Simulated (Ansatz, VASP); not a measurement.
## TaN: VASP beside Ansatz

Contents of POSCAR:

```
TaN
1.0
    0.0000000000      2.2113230000      2.2113230000
    2.2113230000      0.0000000000      2.2113230000
    2.2113230000      2.2113230000      0.0000000000
Ta N
1 1
Direct
    0.5000000000      0.5000000000      0.5000000000
    0.0000000000      0.0000000000      0.0000000000
```

The input INCAR.step1:

```
SYSTEM = TaN
PREC = Accurate
ENCUT = 660
ISMEAR = -1
SIGMA = 0.05
LREAL = .FALSE.
LASPH = .TRUE.
NELM = 120
NBANDS = 16
GGA = PE
ALGO = Normal
EDIFF = 1E-5
LWAVE = .TRUE.
LCHARG = .FALSE.
GGA_COMPAT = .FALSE.
```

Contents of INCAR.step2:

```
SYSTEM = TaN
PREC = Accurate
ENCUT = 660
EDIFF = 1E-6
ISMEAR = -1
SIGMA = 0.05
LREAL = .FALSE.
LASPH = .TRUE.
NELM = 120
ALGO = Normal
ISIF = 2
LWAVE = .FALSE.
LCHARG = .FALSE.
METAGGA = R2SCAN
LMIXTAU = .TRUE.
NBANDS = 16
ISTART = 1
GGA_COMPAT = .FALSE.
```

The input KPOINTS:

```
Automatic mesh
0
G
  10 10 10
  0 0 0
```

File input.yaml:

```yaml
crystal:
  lattice:
    - [0.0, 2.211323, 2.211323]
    - [2.211323, 0.0, 2.211323]
    - [2.211323, 2.211323, 0.0]
  atoms:
    - { symbol: Ta, position: [0.5, 0.5, 0.5] }
    - { symbol: "N", position: [0.0, 0.0, 0.0] }
hamiltonian:
  xc: r2scan
  pseudopotentials: { kind: paw }
kpoints:
  mp_grid: { grid: [10, 10, 10] }
  band_path:
    path:
      - [[0.0, 0.0, 0.0], [0.5, 0.0, 0.5], [0.5, 0.25, 0.75], [0.375, 0.375, 0.75], [0.0, 0.0, 0.0], [0.5, 0.5, 0.5], [0.625, 0.25, 0.625], [0.5, 0.25, 0.75], [0.5, 0.5, 0.5], [0.375, 0.375, 0.75]]
      - [[0.625, 0.25, 0.625], [0.5, 0.0, 0.5]]
    npoints: 14
scf:
  occupations: { method: fermi_dirac, width: 0.05 }
  n_extra_bands: 6
output:
  forces: true
  stress: true
  eigenvalues: true
  fatbands: false
```

Alike in both runs: functional r2SCAN; k mesh 10 × 10 × 10; occupations fermi-dirac, width 0.05 eV; no spin polarisation.

```csv
,VASP,Ansatz
version,VASP 6.6.1,Ansatz 0.2.0
potentials or method,"VASP PAW PBE potentials, release 64 (Ta_sv_GW, N)",Ansatz PAW
plane-wave cutoff (eV),660,500
valence electrons in the cell,18,18
task,single point,band structure
```

```csv
,VASP,Ansatz,Ansatz less VASP
gap on the k mesh at the Fermi level (eV),none,none,-
pressure (GPa),-6.2,-6.2,+0.07
```

VASP's potentials were made for PBE, not for r2SCAN. A gap of «none» marks a metal or a gap that the smearing closes.

Spin-orbit coupling is off throughout.
